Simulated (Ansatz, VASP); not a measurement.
## One calculation of BeC2, two programs

```
Be C
1.0
     2.42160    0.00000    0.00000
    -1.21080    2.09717    0.00000
     0.00000    0.00000   13.56378
Be C
2 4
Direct
  0.33333 0.66667 0.25000
  0.66667 0.33333 0.75000
  0.33333 0.66667 0.50001
  0.66667 0.33333 0.00001
  0.33333 0.66667 0.99999
  0.66667 0.33333 0.49999
```

Alike in both runs: functional r2SCAN; k mesh 18 × 18 × 4; occupations gaussian, width 0.1 eV; no spin polarisation.

Ansatz relaxed the structure, and its values are those at the end. VASP's run is a single point on that final structure, the one shown.

```csv
,VASP,Ansatz
version,VASP 6.6.1,Ansatz 0.2.0
potentials or method,"VASP PAW PBE potentials, release 64 (Be, C), cutoff 520 eV","scalar-relativistic, plane waves, PAW"
valence electrons in the cell,20,20
```

|  | VASP | Ansatz | Ansatz less VASP |
| --- | --- | --- | --- |
| gap on the k mesh at the Fermi level (eV) | none | none | - |
| pressure (GPa) | 0.3 | 0.0 | -0.30 |

VASP's potentials were made for PBE, not for r2SCAN. A gap of «none» marks a metal or a gap that the smearing closes.
